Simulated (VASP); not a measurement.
**SnS2: relaxation of cell and atoms with r2SCAN**

The system is SnS2.

```
Sn S
1.0
     3.67330    0.00000    0.00000
    -1.83665    3.18118    0.00000
     0.00000    0.00000    6.26474
Sn S
1 2
Cartesian
  0.0000 0.0000 0.0000
  0.0000 2.1208 1.4620
  1.8367 1.0604 4.8027
```

| Quantity | Value |
| --- | --- |
| Program | VASP 6.6.1 |
| Task | relaxation of cell and atoms |
| Functional | r2SCAN |
| Potentials or basis | VASP PAW PBE potentials, release 64 (Sn_d, S) |
| Cutoff | 550 eV |
| k mesh | 12 × 12 × 6 |
| Occupations | gaussian, width 0.02 eV |
| Spin | no spin polarisation |
| Dipole correction | no |
| Further INCAR settings | ALGO = Normal; EDIFF = 1e-07; IBRION = 2; EDIFFG = -0.005; NSW = 100; ISIF = 3 |

* Relaxed volume: 24.39 Å³/atom
* Relaxed cell: a = 3.673 Å, b = 3.673 Å, c = 6.264 Å, α = 90.00°, β = 90.00°, γ = 120.00°
* Space group after relaxing (to 0.1 Å): P-3m1 (No. 164)
* Energy gained by relaxing: 0.0 meV/atom
* Ionic steps: 3
* Pressure after relaxing: 0.0 GPa
* Largest force after relaxing: 0.004 eV/Å
* Band gap on the k mesh: 1.91 eV (least direct gap 2.22 eV)

Forces on the atoms (eV/Å):
```
Sn   0.000  0.000  0.000
S    0.000  0.000  0.004
S    0.000  0.000 -0.004
```

Final structure:
```xyz
3
Lattice="3.6726 0.0000 0.0000 -1.8363 3.1806 0.0000 0.0000 0.0000 6.2636" Properties=species:S:1:pos:R:3 pbc="T T T"
Sn    0.0000    0.0000    6.2636
S     0.0000    2.1204    1.4617
S     1.8363    1.0602    4.8019
```

Levels at points of the mesh, in eV from the valence-band top:
| k point | band 9 | band 10 | band 11 | band 12 | band 13 | band 14 | band 15 | band 16 | band 17 |
| --- | --- | --- | --- | --- | --- | --- | --- | --- | --- |
| (0.00, 0.00, 0.00) | -0.54 | -0.54 | -0.19 | -0.19 | -0.11 | 2.54 | 4.32 | 5.95 | 5.95 |
| (0.50, 0.00, 0.00) | -4.32 | -2.41 | -2.33 | -0.63 | -0.21 | 2.04 | 5.19 | 6.77 | 6.99 |
| (0.00, 0.00, 0.50) | -1.46 | -0.58 | -0.58 | -0.13 | -0.13 | 3.41 | 4.36 | 5.82 | 5.82 |
| (0.50, 0.00, 0.50) | -4.55 | -2.33 | -1.77 | -0.50 | -0.38 | 1.92 | 5.38 | 6.36 | 6.98 |

It took 16 min on 1 thread of Intel(R) Xeon(R) 6975P-C (Granite Rapids), on a shared host, peak memory 0.29 GiB.

Caveat: the PAW data sets were made with another functional, which shifts forces and pressure a little; spin-orbit coupling is left out, which moves the levels of the heavy elements. A k mesh can miss the band edges.
